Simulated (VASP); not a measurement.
Input of a VASP 6.6.1 run:

Contents of INCAR:

```
  ALGO = Normal
  EDIFF = 1E-6
  ENCUT = 520
  GGA = PS
  ISIF = 2
  ISMEAR = 0
  LASPH = True
  LCHARG = True
  LELF = True
  LREAL = False
  LVHAR = True
  LWAVE = False
  NBANDS = 31
  NELM = 60
  PREC = Accurate
  SIGMA = 0.05
```

The input KPOINTS:

```
k-points
0
Gamma
  6 6 6
```

POSCAR

```
HfO2
1.0
    0.0000000000     -2.5220673945     -2.5220673945
    0.0000000000      2.5220673945     -2.5220673945
    5.0441347890      0.0000000000      0.0000000000
Hf O
2 4
Direct
    0.0143929540     -0.0143929540      0.0000000000
    0.4856070460      0.5143929540      0.5000000000
   -0.0005725678      0.4994274322      0.6859255822
    0.5005725678      0.0005725678      0.3140744178
   -0.0005725678      0.4994274322      0.1859255822
    0.5005725678      0.0005725678      0.8140744178
```

Potentials or basis: VASP PAW PBE potentials, release 64 (Hf_pv, O).

Run with:

```sh
$ cat potpaw_PBE.64/Hf_pv/POTCAR potpaw_PBE.64/O/POTCAR > POTCAR
$ mpirun -np 1 vasp_std > vasp.out
```

What does it give for the band gap on the k mesh?

4.38 eV, indirect (least direct gap 4.48 eV).

Estimate the largest force.

1.066 eV/Å.

Estimate the pressure.

7.8 GPa.

Stress tensor (GPa, compression positive):
```
14.46  0.00  6.10
 0.00  4.48  0.00
 6.10  0.00  4.53
```

Caveat: the cell differs from its parent crystal (mode 1 frozen in at -0.323 Å and mode 5 at -0.073 Å (largest displacements)); the PAW data sets were made with another functional, which shifts forces and pressure a little; spin-orbit coupling is left out, which moves the levels of the heavy elements. A k mesh can miss the band edges.
